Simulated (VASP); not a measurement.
Write the native input for VASP 6.6.1 that does the following.

| Property | Result |
| --- | --- |
| Task | density of states |
| Functional | PBEsol |
| Potentials or basis | VASP PAW PBE potentials, release 64 (P) |
| Cutoff | 520 eV |
| k mesh | 6 × 6 × 3 |
| Occupations | fermi-dirac, width 0.05 eV |
| Spin | no spin polarisation |
| Dipole correction | no |
| k mesh for the DOS | 9 × 9 × 5 |
| Occupations for the DOS | tetrahedron |
| Further INCAR settings | ALGO = Normal; EDIFF = 1e-06 |

The system is P.

```
CELL_PARAMETERS angstrom
2.42469 0.00000 0.00000
0.00000 2.43854 0.00000
-0.02031 0.00000 4.85243
ATOMIC_POSITIONS crystal
P 0.00000 0.00000 0.74943
P 0.00000 0.00000 0.25057
```

The input as run:

POSCAR

```
P
1.0
    2.4246941115      0.0000000000      0.0000000000
    0.0000000000      2.4385351442      0.0000000000
   -0.0203144631      0.0000000000      4.8524328982
P
2
Direct
    0.0000000300      0.0000000000      0.7494253600
    0.9999999700      0.0000000000      0.2505746400
```

INCAR.step1

```
ALGO     = Normal         # electronic algorithm
EDIFF    = 1E-6           # SCF threshold, eV
ENCUT    = 520            # plane-wave cutoff, eV
GGA      = PS             # functional
ISIF     = 2              # what is computed and relaxed
ISMEAR   = -1             # smearing method
LASPH    = T              # aspherical terms in the spheres
LCHARG   = T              # write CHGCAR
LREAL    = F              # projectors in reciprocal space
LWAVE    = F              # write WAVECAR
NBANDS   = 12             # bands
NELM     = 60             # most SCF steps
PREC     = Accurate       # precision mode
SIGMA    = 0.05           # smearing width, eV
```

KPOINTS.step1

```
k-points
0
Gamma
  6 6 3
```

INCAR.step2

```
ALGO     = Normal         # electronic algorithm
EDIFF    = 1E-6           # SCF threshold, eV
ENCUT    = 520            # plane-wave cutoff, eV
GGA      = PS             # functional
ICHARG   = 11             # starting density
ISIF     = 2              # what is computed and relaxed
ISMEAR   = -5             # smearing method
LASPH    = T              # aspherical terms in the spheres
LCHARG   = F              # write CHGCAR
LORBIT   = 11             # projections on sites
LREAL    = F              # projectors in reciprocal space
LWAVE    = F              # write WAVECAR
NEDOS    = 2001           # points of the DOS
NELM     = 60             # most SCF steps
PREC     = Accurate       # precision mode
SIGMA    = 0.05           # smearing width, eV
```

KPOINTS.step2

```
k-points
0
Gamma
  9 9 5
```

Potentials or basis: VASP PAW PBE potentials, release 64 (P).

The run is started by

```console
$ cat potpaw_PBE.64/P/POTCAR > POTCAR
$ cp INCAR.step1 INCAR
$ cp KPOINTS.step1 KPOINTS
$ mpirun -np 1 vasp_std > vasp.out
$ cp INCAR.step2 INCAR
$ cp KPOINTS.step2 KPOINTS
$ mpirun -np 1 vasp_std > vasp.out
```

It gave:

```json
{
 "Valence electrons inside the program's atomic spheres": "P 2.40"
}
```

Caveat: the k points lie up to 0.43 Å⁻¹ apart.

Wall time 11 s on 1 thread of AMD EPYC 9R45 96-Core Processor (Zen 5), on a shared host, peak memory 0.11 GiB.
